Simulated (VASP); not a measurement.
Here is a VASP 6.6.1 calculation.

The input INCAR:

```
SYSTEM = AlN
ALGO     = Normal         ! electronic algorithm
EDIFF    = 1E-6           ! SCF threshold, eV
ENCUT    = 600            ! plane-wave cutoff, eV
GGA      = PS             ! functional
GGA_COMPAT= .FALSE.      
ISIF     = 2              ! what is computed and relaxed
ISMEAR   = 0              ! smearing method
LASPH    = .TRUE.         ! aspherical terms in the spheres
LCHARG   = .FALSE.        ! write CHGCAR
LREAL    = .FALSE.        ! projectors in reciprocal space
LWAVE    = .FALSE.        ! write WAVECAR
NBANDS   = 11             ! bands
NELM     = 120            ! most SCF steps
PREC     = Accurate       ! precision mode
SIGMA    = 0.02           ! smearing width, eV
```

KPOINTS

```
k-points
0
G
  10 10 10
  0 0 0
```

The input POSCAR:

```
AlN
1.0
    0.0000000000      2.0345180000      2.0345180000
    2.0345180000      0.0000000000      2.0345180000
    2.0345180000      2.0345180000      0.0000000000
Al N
1 1
Direct
    0.5000000000      0.5000000000      0.5000000000
    0.0000000000      0.0000000000      0.0000000000
```

Potentials or basis: VASP PAW PBE potentials, release 64 (Al, N).

Run with:

```sh
$ cat potpaw_PBE.64/Al/POTCAR potpaw_PBE.64/N/POTCAR > POTCAR
$ mpirun -np 1 vasp_std > vasp.out
```

(1) What does it give for the pressure?

(2) Predict the band gap on the k mesh.

## Answers

(1) -4.7 GPa.

(2) 4.37 eV, indirect (least direct gap 5.40 eV).

Caveat: the PAW data sets were made with another functional, which shifts forces and pressure a little.
